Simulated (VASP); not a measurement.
# CuO (P6/mmm) in VASP: single point with PBE

Aim: the single point of CuO with PBE.

Everything below comes from runs of VASP 6.6.1. Logs are shortened: lines on timing, memory, paths and dates and some standing lists are left out, and cuts for length are marked.

## Step 1: The cell of the first run

The structure is hexagonal, space group P6/mmm (No. 191). The conventional cell has a = 4.483 Å, b = 4.483 Å, c = 3.617 Å, α = 90.00°, β = 90.00°, γ = 120.00°. Cu (site symmetry mmm) has 6 O at 2.22 to 2.24 Å and 4 Cu at 2.24 Å within 2.9 Å. Within 3.0 Å of O (site symmetry 6/mmm) lie 6 Cu at 2.24 Å. Within 2.9 Å of O (site symmetry -6m2) lie 6 Cu at 2.22 Å and 3 O at 2.59 Å.

## Step 2: Single point, PBE, collinear spin

The input, INCAR:

```
ALGO = Normal
EDIFF = 1E-6
ENCUT = 520
GGA = PE
ISIF = 2
ISMEAR = 0
ISPIN = 2
LASPH = T
LCHARG = F
LMAXMIX = 4
LORBIT = 11
LREAL = F
LWAVE = F
MAGMOM = 1 1 1 0 0 0
NBANDS = 38
NELM = 150
PREC = Accurate
SIGMA = 0.1
```

The input, KPOINTS:

```
k-points
0
Gamma
  6 6 6
```

The input, POSCAR:

```
CuO
1.0
    4.4829804532      0.0000000000      0.0000000000
   -2.2414902266      3.8823749572      0.0000000000
    0.0000000000      0.0000000000      3.6169501384
Cu O
3 3
Direct
    0.5000000000      0.0000000000      0.0000000000
    0.5000000000      0.5000000000      0.0000000000
    0.0000000000      0.5000000000      0.0000000000
    0.0000000000      0.0000000000      0.0000000000
    0.3333333333      0.6666666667      0.5000000000
    0.6666666667      0.3333333333      0.5000000000
```

Potentials or basis: VASP PAW PBE potentials, release 64 (Cu, O).

Command:

```console
$ cat potpaw_PBE.64/Cu/POTCAR potpaw_PBE.64/O/POTCAR > POTCAR
$ mpirun -np 1 vasp_std > vasp.out
```

OUTCAR:

```text
EDIFF = 1E-6
   ENCUT = 520
   GGA = PE
   ISIF = 2
   ISMEAR = 0
   ISPIN = 2
   LASPH = T
   LORBIT = 11
   LREAL = F
   NELM = 150
   PREC = Accurate

 ion  position               nearest neighbor table
   1  0.500  0.000  0.000-   5 2.22   6 2.22   5 2.22   6 2.22   4 2.24   4 2.24   2 2.24   2 2.24
                             3 2.24   3 2.24
   2  0.500  0.500  0.000-   5 2.22   6 2.22   5 2.22   6 2.22   3 2.24   3 2.24   4 2.24   1 2.24
                             1 2.24   4 2.24
   3  0.000  0.500  0.000-   5 2.22   6 2.22   5 2.22   6 2.22   2 2.24   2 2.24   4 2.24   4 2.24
                             1 2.24   1 2.24
   4  0.000  0.000  0.000-   1 2.24   1 2.24   3 2.24   3 2.24   2 2.24   2 2.24
   5  0.333  0.667  0.500-   3 2.22   3 2.22   1 2.22   1 2.22   2 2.22   2 2.22
   6  0.667  0.333  0.500-   3 2.22   3 2.22   1 2.22   1 2.22   2 2.22   2 2.22

  LATTYP: Found a hexagonal cell.
 ALAT       =     4.4829804532
 C/A-ratio  =     0.8068181818

  Lattice vectors:

 A1 = (   4.4829804532,   0.0000000000,   0.0000000000)
 A2 = (  -2.2414902266,   3.8823749572,   0.0000000000)
 A3 = (   0.0000000000,   0.0000000000,   3.6169501384)

Analysis of symmetry for initial positions (statically):
=====================================================================
 Subroutine PRICEL returns:
 Original cell was already a primitive cell.

 Routine SETGRP: Setting up the symmetry group for a
 hexagonal supercell.

 Subroutine GETGRP returns: Found 24 space group operations
 (whereof 24 operations were pure point group operations)
 out of a pool of 24 trial point group operations.

The static configuration has the point symmetry D_6h.

Analysis of symmetry for dynamics (positions and initial velocities):
=====================================================================
 Subroutine PRICEL returns:
 Original cell was already a primitive cell.

 Routine SETGRP: Setting up the symmetry group for a
 hexagonal supercell.

 Subroutine GETGRP returns: Found 24 space group operations
 (whereof 24 operations were pure point group operations)
 out of a pool of 24 trial point group operations.

The dynamic configuration has the point symmetry D_6h.

Analysis of structural, dynamic, and magnetic symmetry:
=====================================================================
 Subroutine PRICEL returns:
 Original cell was already a primitive cell.

 Routine SETGRP: Setting up the symmetry group for a
 hexagonal supercell.

 Subroutine GETGRP returns: Found 24 space group operations
 (whereof 24 operations were pure point group operations)
 out of a pool of 24 trial point group operations.

The overall configuration has the point symmetry D_6h.

 Subroutine INISYM returns: Found 24 space group operations
 (whereof 24 operations are pure point group operations),
 and found     1 'primitive' translations

----------------------------------------------------------------------------------------

                                     Primitive cell

  volume of cell :      62.9516

  direct lattice vectors                    reciprocal lattice vectors
     4.482980453  0.000000000  0.000000000     0.223065885  0.128787148  0.000000000
    -2.241490227  3.882374957  0.000000000     0.000000000  0.257574297  0.000000000
     0.000000000  0.000000000  3.616950138     0.000000000  0.000000000  0.276476026

  length of vectors
     4.482980453  4.482980453  3.616950138     0.257574297  0.257574297  0.276476026

  position of ions in fractional coordinates (direct lattice)
     0.500000000  0.000000000  0.000000000
     0.500000000  0.500000000  0.000000000
     0.000000000  0.500000000  0.000000000
     0.000000000  0.000000000  0.000000000
     0.333333333  0.666666667  0.500000000
     0.666666667  0.333333333  0.500000000

  ion indices of the primitive-cell ions
   primitive index   ion index
                 1           1
                 2           2
                 3           3
                 4           4
                 5           5
                 6           6

----------------------------------------------------------------------------------------

 KPOINTS: k-points

Automatic generation of k-mesh.
 Grid dimensions read from file:
 generate k-points for:    6    6    6

 Generating k-lattice:

  Cartesian coordinates                     Fractional coordinates (reciprocal lattice)
     0.037177647  0.021464525  0.000000000     0.166666667  0.000000000  0.000000000
     0.000000000  0.042929049  0.000000000     0.000000000  0.166666667  0.000000000
     0.000000000  0.000000000  0.046079338     0.000000000  0.000000000  0.166666667

  Length of vectors
     0.042929049  0.042929049  0.046079338

  Shift w.r.t. Gamma in fractional coordinates (k-lattice)
     0.000000000  0.000000000  0.000000000

 Subroutine IBZKPT returns following result:
 ===========================================

 Found     28 irreducible k-points:

 Following reciprocal coordinates:
            Coordinates               Weight
  0.000000  0.000000  0.000000      1.000000
  0.166667 -0.000000  0.000000      6.000000
  0.333333 -0.000000  0.000000      6.000000
  0.500000  0.000000  0.000000      3.000000
  0.166667  0.166667  0.000000      6.000000
  0.333333  0.166667  0.000000     12.000000
[... 16 lines left out ...]
  0.166667 -0.000000  0.500000      6.000000
  0.333333 -0.000000  0.500000      6.000000
 [... further k-points ...]
   k-points           NKPTS =     28   k-points in BZ     NKDIM =     28   number of bands    NBANDS=     38
   number of dos      NEDOS =    301   number of ions     NIONS =      6
   total plane-waves  NPLWV =  36288
   dimension x,y,z NGX =    36 NGY =   36 NGZ =   28
   dimension x,y,z NGXF=    72 NGYF=   72 NGZF=   56
   ions per type =               3   3
   NGX,Y,Z   is equivalent  to a cutoff of  13.35, 13.35, 12.87 a.u.
   NGXF,Y,Z  is equivalent  to a cutoff of  26.70, 26.70, 25.74 a.u.
 SYSTEM =  unknown system
   PREC   = accura    normal or accurate (medium, high low for compatibility)
   ISTART =      0    job   : 0-new  1-cont  2-samecut
   ICHARG =      2    charge: 1-file 2-atom 10-const
   ISPIN  =      2    spin polarized calculation?
   LNONCOLLINEAR =      F non collinear calculations
   LSORBIT =      F    spin-orbit coupling
   LASPH  =      T    aspherical Exc in radial PAW
   ENCUT  =  520.0 eV  38.22 Ry    6.18 a.u.   8.34  8.34  6.73*2*pi/ulx,y,z
   NELM   =    150;   NELMIN=  2; NELMDL= -5     # of ELM steps
   EDIFF  = 0.1E-05   stopping-criterion for ELM
   LREAL  =      F    real-space projection
   EDIFFG = 0.1E-04   stopping-criterion for IOM
   NSW    =      0    number of steps for IOM
   IBRION =     -1    ionic relax: 0-MD 1-quasi-New 2-CG
   NFREE  =      0    steps in history (QN), initial steepest desc. (CG)
   ISIF   =      2    stress and relaxation
   ISYM   =      2    0-nonsym 1-usesym 2-fastsym
   POTIM  = 0.5000    time-step for ionic-motion
   TEBEG  =    0.0;   TEEND  =   0.0 temperature during run
   PSTRESS=    0.0 pullay stress
   NELECT =      51.0000    total number of electrons
   NUPDOWN=      -1.0000    fix difference up-down
   EMIN   =  10.00;   EMAX   =-10.00  energy-range for DOS
   EFERMI =   0.00;   METHOD = LEGACY
   ISMEAR =     0;   SIGMA  =   0.10  broadening in eV -4-tet -1-fermi 0-gaus
   EFERMI_NEDOS =   21; number of points for ismear=-14 and -15
   IALGO  =     38    algorithm
   IMIX   =      4    mixing-type and parameters
     AMIX     =   0.40;   BMIX     =  1.00
     AMIX_MAG =   1.60;   BMIX_MAG =  1.00
  volume/ion in A,a.u.               =      10.49        70.80
  Fermi-wavevector in a.u.,A,eV,Ry     =   1.526146  2.883997 31.689603  2.329120
  Thomas-Fermi vector in A             =   2.634219
   LORBIT       =     11    0 simple, 1 ext, 2 COOP (PROOUT), +10 PAW based schemes
   GGA     = PE    functional components
   LHFCALC =     F    Hartree Fock is set to
   AEXX    =    0.0000 exact exchange contribution
   IVDW    =     0    specifies the selected vdW correction
   LEPSILON=     F    determine dielectric tensor
   LRPA    =     F    only Hartree local field effects (RPA)
 spin polarized calculation
 Gauss-broadening in eV      SIGMA  =   0.10
  energy-cutoff  :      520.00
  volume of cell :       62.95
 maximum number of plane-waves:      1718
 NGX is ok and might be reduce to    36
   NGX = 17   NGY = 17   NGZ = 13

 number of electron      50.9999989 magnetization       0.0039246

 Free energy of the ion-electron system (eV)
  ---------------------------------------------------
  ext. energy  EPLUGINS =         0.00000000
  ---------------------------------------------------
  free energy    TOTEN  =       -23.99768155 eV

  energy without entropy =      -23.97356140  energy(sigma->0) =      -23.98562147

 E-fermi :   4.0671     XC(G=0): -11.6499

 val. band max:        4.0651859030   @ k =   0.0000   0.0000   0.3333
 cond. band min:       4.0724777867   @ k =   0.5000   0.0000   0.0000
 fundamental gap:      0.0072918837
 Fermi energy:         4.0671206934

 spin component 1

 k-point     1 :       0.0000    0.0000    0.0000
  band No.  band energies     occupation
      1     -14.1329      1.00000
      2     -12.5705      1.00000
      3     -12.5364      1.00000
      4      -1.7899      1.00000
      5      -1.2942      1.00000
      6      -0.6821      1.00000
[... 29 lines left out ...]
     36      17.5515      0.00000
     37      17.5515      0.00000

 k-point     2 :       0.1667   -0.0000    0.0000
  band No.  band energies     occupation
      1     -14.0334      1.00000
      2     -12.6340      1.00000
      3     -12.5710      1.00000
      4      -1.7179      1.00000
      5      -1.1575      1.00000
      6      -0.8380      1.00000
[... 29 lines left out ...]
     36      17.2484      0.00000
     37      17.3253      0.00000
[... 838 lines left out ...]
     36      17.6353      0.00000
     37      19.0810      0.00000

 k-point    24 :       0.3333   -0.0000    0.5000
  band No.  band energies     occupation
      1     -13.4433      1.00000
      2     -12.8402      1.00000
      3     -12.6326      1.00000
      4      -3.2477      1.00000
      5      -1.1760      1.00000
      6      -0.5183      1.00000
[... 29 lines left out ...]
     36      17.6597      0.00000
     37      18.2521      0.00000

 [... further k-points ...]

 spin component 2

 k-point     1 :       0.0000    0.0000    0.0000
  band No.  band energies     occupation
      1     -14.1313      1.00000
      2     -12.5696      1.00000
      3     -12.5344      1.00000
      4      -1.7893      1.00000
      5      -1.2941      1.00000
      6      -0.6811      1.00000
[... 29 lines left out ...]
     36      17.5513      0.00000
     37      17.5513      0.00000

 k-point     2 :       0.1667   -0.0000    0.0000
  band No.  band energies     occupation
      1     -14.0318      1.00000
      2     -12.6321      1.00000
      3     -12.5701      1.00000
      4      -1.7173      1.00000
      5      -1.1572      1.00000
      6      -0.8370      1.00000
[... 29 lines left out ...]
     36      17.2483      0.00000
     37      17.3252      0.00000
[... 838 lines left out ...]
     36      17.6357      0.00000
     37      19.0816      0.00000

 k-point    24 :       0.3333   -0.0000    0.5000
  band No.  band energies     occupation
      1     -13.4414      1.00000
      2     -12.8382      1.00000
      3     -12.6319      1.00000
      4      -3.2473      1.00000
      5      -1.1755      1.00000
      6      -0.5177      1.00000
[... 29 lines left out ...]
     36      17.6597      0.00000
     37      18.2524      0.00000

 [... further k-points ...]

 [bands above 37 left out]

------------------------ aborting loop because EDIFF is reached ----------------------------------------

  FORCE on cell =-STRESS in cart. coord.  units (eV):
  Direction    XX          YY          ZZ          XY          YZ          ZX
  --------------------------------------------------------------------------------------
  -------------------------------------------------------------------------------------
  Total        9.2849037      9.2849037    -11.9626009      0.0000000     -0.0000000      0.0000000
  in kB      236.3094783    236.3094784   -304.4593755      0.0000000     -0.0000000      0.0000000
  external PRESSURE =      56.0531937 kB  Pullay stress =       0.0000000 kB

 VOLUME and BASIS-vectors are now :
 -----------------------------------------------------------------------------
  energy-cutoff  :      520.00
  volume of cell :       62.95
      direct lattice vectors                 reciprocal lattice vectors
     4.482980453  0.000000000  0.000000000     0.223065885  0.128787148  0.000000000
    -2.241490227  3.882374957  0.000000000     0.000000000  0.257574297  0.000000000
     0.000000000  0.000000000  3.616950138     0.000000000  0.000000000  0.276476026

 POSITION                                       TOTAL-FORCE (eV/Angst)
 -----------------------------------------------------------------------------------
      2.24149      0.00000      0.00000        -0.000000      0.000000     -0.000000
      1.12075      1.94119      0.00000        -0.000000      0.000000     -0.000000
     -1.12075      1.94119      0.00000        -0.000000      0.000000     -0.000000
      0.00000      0.00000      0.00000        -0.000000      0.000000     -0.000000
     -0.00000      2.58825      1.80848        -0.000000      0.000000     -0.000000
      2.24149      1.29412      1.80848         0.000000     -0.000000      0.000000
 -----------------------------------------------------------------------------------
    total drift:                                0.000000      0.000000     -0.000000

  FREE ENERGIE OF THE ION-ELECTRON SYSTEM (eV)
  ---------------------------------------------------
  free  energy   TOTEN  =       -23.9976815456 eV

  energy  without entropy=      -23.9735614032  energy(sigma->0) =      -23.98562147

 total charge

# of ion       s       p       d       tot
------------------------------------------
    1        0.375   0.376   9.190   9.941
    2        0.375   0.376   9.190   9.941
    3        0.375   0.376   9.190   9.941
    4        1.581   3.245   0.000   4.827
    5        1.599   3.215   0.000   4.814
    6        1.599   3.215   0.000   4.814
--------------------------------------------------
tot          5.905  10.804  27.569  44.278

 magnetization (x)

# of ion       s       p       d       tot
------------------------------------------
    1       -0.000  -0.000   0.000   0.000
    2       -0.000  -0.000   0.000   0.000
    3       -0.000  -0.000   0.000   0.000
    4        0.000   0.000   0.000   0.000
    5        0.000   0.001   0.000   0.001
    6        0.000   0.001   0.000   0.001
--------------------------------------------------
tot         -0.000   0.002   0.001   0.003
```

Wall time 88 s (1 thread of Intel Xeon 6975P-C (Granite Rapids), shared host); peak memory 0.26 GiB.

What came out:

- Free energy: -23.9977 eV
- Pressure: 5.6 GPa
- Net moment: 0.00 μB per cell
- Valence electrons inside the program's atomic spheres: Cu 9.94; O 4.83, 4.81 (each value once)

Caveat: the cell stands under pressure; semilocal functionals often make such compounds metallic where correlation or magnetic order opens a gap, which also shifts bond lengths.
